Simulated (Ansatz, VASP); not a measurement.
## AlN: VASP beside Ansatz

The input INCAR:

```
SYSTEM = AlN
PREC = Accurate
ENCUT = 520
EDIFF = 1E-6
ISMEAR = 0
SIGMA = 0.05
LREAL = .False.
LASPH = .True.
NELM = 80
ALGO = Normal
ISIF = 2
LWAVE = .False.
LCHARG = .False.
GGA = PE
NBANDS = 26
```

Contents of KPOINTS:

```
regular mesh
0
Gamma
  8 6 4
  0 0 0
```

Contents of POSCAR:

```
AlN
1.0
   -1.6567491617      2.8695737234      0.0000000000
    0.0000000000      0.0000000000      4.1874629526
    4.9702474850      2.8695737234      0.0000000000
Al N
4 4
Direct
    0.6368214372      0.7500000000      0.1615721118
    0.0000000000      0.7500000000      0.6666666667
    0.0000000000      0.2500000000      0.3333333333
    0.5000000000      0.2500000000      0.8333333333
    0.5000000000      0.2500000000      0.1666666667
    0.0000000000      0.2500000000      0.6666666667
    0.0000000000      0.7500000000      0.3333333333
    0.5000000000      0.7500000000      0.8333333333
```

Input for Ansatz:

```yaml
crystal:
  lattice:
    - [-1.6567491617, 2.8695737234, 0.0]
    - [0.0, 0.0, 4.1874629526]
    - [4.970247485, 2.8695737234, 0.0]
  atoms:
    - { symbol: Al, position: [0.6368214372, 0.75, 0.1615721118] }
    - { symbol: Al, position: [0.0, 0.75, 0.6666666667] }
    - { symbol: Al, position: [0.0, 0.25, 0.3333333333] }
    - { symbol: Al, position: [0.5, 0.25, 0.8333333333] }
    - { symbol: "N", position: [0.5, 0.25, 0.1666666667] }
    - { symbol: "N", position: [0.0, 0.25, 0.6666666667] }
    - { symbol: "N", position: [0.0, 0.75, 0.3333333333] }
    - { symbol: "N", position: [0.5, 0.75, 0.8333333333] }
basis:
  ecutwfc: 420
kpoints:
  mp_grid: { grid: [8, 6, 4] }
hamiltonian:
  xc: pbe
  pseudopotentials: { kind: paw, azcp: { folder: soft_1 } }
scf:
  occupations: { method: gaussian, width: 0.05 }
output:
  forces: true
  stress: true
  eigenvalues: true
```

Alike in both runs: task single point; functional PBE; k mesh 8 × 6 × 4; occupations gaussian, width 0.05 eV; no spin polarisation.

|  | VASP | Ansatz |
| --- | --- | --- |
| version | VASP 6.6.1 | Ansatz 0.2.0 |
| potentials or method | VASP PAW PBE potentials, release 64 (Al, N), cutoff 520 eV | scalar-relativistic, plane waves, PAW |
| valence electrons in the cell | 32 | 32 |

VASP gave:

```
gap on the k mesh at the Fermi level (eV)                     : 3.02
least direct gap on the mesh (eV)                             : 3.02
pressure (GPa)                                                : 8.4
traceless stress, the component that is largest in VASP (GPa) : 17.86
rms of the force components (eV/Å)                            : 3.080
```

Question: What did Ansatz give for the same quantities?

Answer: gap on the k mesh at the Fermi level (eV): 3.01; least direct gap on the mesh (eV): 3.01; pressure (GPa): 8.5; traceless stress, the component that is largest in VASP (GPa): 17.81; rms of the force components (eV/Å): 3.067.

Atom by atom the forces differ by 0.014 eV/Å (rms over components). The functional is the same, so the differences come from potentials, cutoffs and numerics.
